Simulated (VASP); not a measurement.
Write the native input for VASP 6.6.1 that does the following.

```
Task                   : single point
Functional             : PBEsol
Potentials or basis    : VASP PAW PBE potentials, release 64 (Os)
Cutoff                 : 600 eV
k mesh                 : 18 × 18 × 18
Occupations            : tetrahedron
Spin                   : no spin polarisation
Dipole correction      : no
Further INCAR settings : ALGO = Normal; EDIFF = 1e-06; NBANDS = 10
```

The structure of Os lies in POSCAR:

```
Os
1.0
    0.0000000000      1.9513486409      1.9513486409
    1.9513486409      0.0000000000      1.9513486409
    1.9513486409      1.9513486409      0.0000000000
Os
1
Direct
    0.0000000000      0.0000000000      0.0000000000
```

The input as run:

INCAR

```
PREC = Accurate ; ENCUT = 600
EDIFF = 1E-6 ; ISMEAR = -4
SIGMA = 0.1 ; LREAL = False
LASPH = True ; NELM = 120
ALGO = Normal ; ISIF = 2
LWAVE = False ; LCHARG = True
GGA = PS ; LELF = True
LVHAR = True ; NBANDS = 10
GGA_COMPAT = False
```

KPOINTS

```
Automatic mesh
0
Gamma
  18 18 18
```

Potentials or basis: VASP PAW PBE potentials, release 64 (Os).

Run with:

```bash
$ cat potpaw_PBE.64/Os/POTCAR > POTCAR
$ mpirun -np 1 vasp_std > vasp.out
```

It gave:

| Item | Value |
| --- | --- |
| Pressure | -22.8 GPa |
| Band gap on the k mesh | zero (band 4 reaches 10.50 eV, above the bottom of band 5 at 7.02 eV) |

Caveat: the PAW data sets were made with another functional, which shifts forces and pressure a little; spin-orbit coupling is left out, which moves the levels of the heavy elements.

Run time: 49 s on 1 thread of Intel Xeon 8259CL, on a shared host, peak memory 0.17 GiB.
